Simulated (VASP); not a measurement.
A run of VASP 6.6.1 is set up as follows.

POSCAR

```
Mg
1.0
    3.1792646660      0.0000000000      0.0000000000
   -1.5896323330      2.7533239661      0.0000000000
    0.0000000000      0.0000000000      5.1568903903
Mg
2
Direct
    0.3333333333      0.6666666667      0.2500000000
    0.6666666667      0.3333333333      0.7500000000
```

The input INCAR.step1:

```
  PREC = Accurate
  ENCUT = 520
  ISMEAR = -1
  SIGMA = 0.1
  LREAL = F
  LASPH = T
  NELM = 80
  NBANDS = 9
  GGA = PE
  ALGO = Normal
  EDIFF = 1E-4
  LWAVE = T
  LCHARG = F
```

INCAR.step2

```
  PREC = Accurate
  ENCUT = 520
  EDIFF = 1E-6
  ISMEAR = -1
  SIGMA = 0.1
  LREAL = F
  LASPH = T
  NELM = 80
  ALGO = Normal
  ISIF = 2
  LWAVE = F
  LCHARG = T
  METAGGA = R2SCAN
  LMIXTAU = T
  LELF = T
  LVHAR = T
  NBANDS = 9
  ISTART = 1
```

KPOINTS

```
regular mesh
0
Gamma
  19 19 10
```

Potentials or basis: VASP PAW PBE potentials, release 64 (Mg).

Command:

```sh
$ cat potpaw_PBE.64/Mg/POTCAR > POTCAR
$ cp INCAR.step1 INCAR
$ mpirun -np 1 vasp_std > vasp.out
$ cp INCAR.step2 INCAR
$ mpirun -np 1 vasp_std > vasp.out
```

(1) Estimate the band gap on the k mesh.

(2) Predict the pressure.

Results:

(1) zero (bands 2 and 3 overlap by 2.16 eV).

(2) -0.2 GPa.

Caveat: the PAW data sets were made with another functional, which shifts forces and pressure a little.
